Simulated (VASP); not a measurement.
Set up this calculation in VASP 6.6.1, as the native input.

| Item | Value |
| --- | --- |
| Task | single point |
| Functional | PBEsol |
| Potentials or basis | VASP PAW PBE potentials, release 64 (W_sv) |
| Cutoff | 520 eV |
| k mesh | 12 × 12 × 18 |
| Occupations | gaussian, width 0.1 eV |
| Spin | no spin polarisation |
| Dipole correction | no |
| Further INCAR settings | ALGO = Fast; EDIFF = 1e-06; NBANDS = 28 |

The structure of W lies in POSCAR:

```
W
1.0
    4.6458625762      0.0000000000      0.0000000000
   -2.3229312881      4.0234350135      0.0000000000
    0.0000000000      0.0000000000      2.5781244121
W
3
Direct
    0.0000000000      0.0000000000      0.0000000000
    0.3333333333      0.6666666667      0.5000000000
    0.6666666667      0.3333333333      0.5000000000
```

This isn't the form of W at room conditions, which is bcc.

The input as run:

INCAR

```
SYSTEM = W
ALGO = Fast
EDIFF = 1E-6
ENCUT = 520
GGA = PS
ISIF = 2
ISMEAR = 0
LASPH = .True.
LCHARG = .False.
LREAL = .False.
LWAVE = .False.
NBANDS = 28
NELM = 60
PREC = Accurate
SIGMA = 0.1
```

KPOINTS

```
k-points
0
Gamma
  12 12 18
  0 0 0
```

Potentials or basis: VASP PAW PBE potentials, release 64 (W_sv).

Command:

```console
$ cat potpaw_PBE.64/W_sv/POTCAR > POTCAR
$ mpirun -np 1 vasp_std > vasp.out
```

Results of the run:

```
Pressure               : 0.8 GPa
Band gap on the k mesh : zero (bands 21 and 22 overlap by 0.94 eV)
```

Caveat: the PAW data sets were made with another functional, which shifts forces and pressure a little; spin-orbit coupling is left out, which moves the levels of the heavy elements.

Run time: 2.9 min on 1 thread of Intel(R) Xeon(R) Platinum 8259CL CPU @ 2.50GHz (Skylake/Cascade Lake) (shared host), peak memory 0.3 GiB.
